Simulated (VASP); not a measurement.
Runs of VASP 6.6.1 on Mn. The structure is that of space group Im-3m (No. 229), or close to it. The cells are those of the table. This isn't the form of Mn at room conditions, which is a 58-atom cubic cell.

| cell | k mesh | gap on the mesh (eV) | pressure (GPa) | moment (μB) |
| --- | --- | --- | --- | --- |
| a = 2.450 Å, angles 109.5°, 1 atom | 18 × 18 × 18 | none | -17.4 | 0.92 |
| a = 2.479 Å, angles 109.5°, 1 atom | 18 × 18 × 18 | none | -23.6 | 1.01 |
| a = 2.419 Å, angles 109.5°, 1 atom | 18 × 18 × 18 | none | (a) | 0.79 |
| a = 2.355 Å, angles 109.5°, 1 atom | 18 × 18 × 18 | none | 12.0 | 0.48 |
| a = 2.388 Å, angles 109.5°, 1 atom | 26 × 26 × 26 | none | (b) | 0.65 |

Alike in all rows: task single point; level PBEsol; potentials or basis VASP PAW PBE potentials, release 64 (Mn_pv); spin collinear, ferromagnetic start; cutoff (eV) 520; smearing fermi-dirac 0.05 eV.

Estimate the missing entries.

(a) -9.9; (b) 0.0.

Caveats: the PAW data sets were made with another functional, which shifts forces and pressure a little; the cell stands under tension (at least some runs); the cell stands under pressure (at least some runs).

A gap of «none» marks levels without a gap at the run's occupations.
